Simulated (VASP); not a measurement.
Input of a VASP 6.6.1 run:

File INCAR:

```
  PREC = Accurate
  ENCUT = 520
  EDIFF = 1E-6
  ISMEAR = -1
  SIGMA = 0.08
  LREAL = False
  LASPH = True
  NELM = 60
  ALGO = Normal
  ISIF = 2
  LWAVE = False
  LCHARG = False
  GGA = PS
  NBANDS = 11
```

Contents of KPOINTS:

```
regular mesh
0
Gamma
  15 15 15
```

The input POSCAR:

```
Hf
1.0
   -1.7462891998      1.7462891998      1.7462891998
    1.7462891998     -1.7462891998      1.7462891998
    1.7462891998      1.7462891998     -1.7462891998
Hf
1
Direct
    0.0000000000      0.0000000000      0.0000000000
```

Potentials or basis: VASP PAW PBE potentials, release 64 (Hf_pv).

Command:

```console
$ cat potpaw_PBE.64/Hf_pv/POTCAR > POTCAR
$ mpirun -np 1 vasp_std > vasp.out
```

Q: What does it give for the pressure?

A: -0.3 GPa.

Q: Predict the band gap on the k mesh.

A: Zero (band 5 reaches 6.30 eV, above the bottom of band 6 at 3.95 eV).

Caveat: the PAW data sets were made with another functional, which shifts forces and pressure a little; spin-orbit coupling is left out, which moves the levels of the heavy elements.
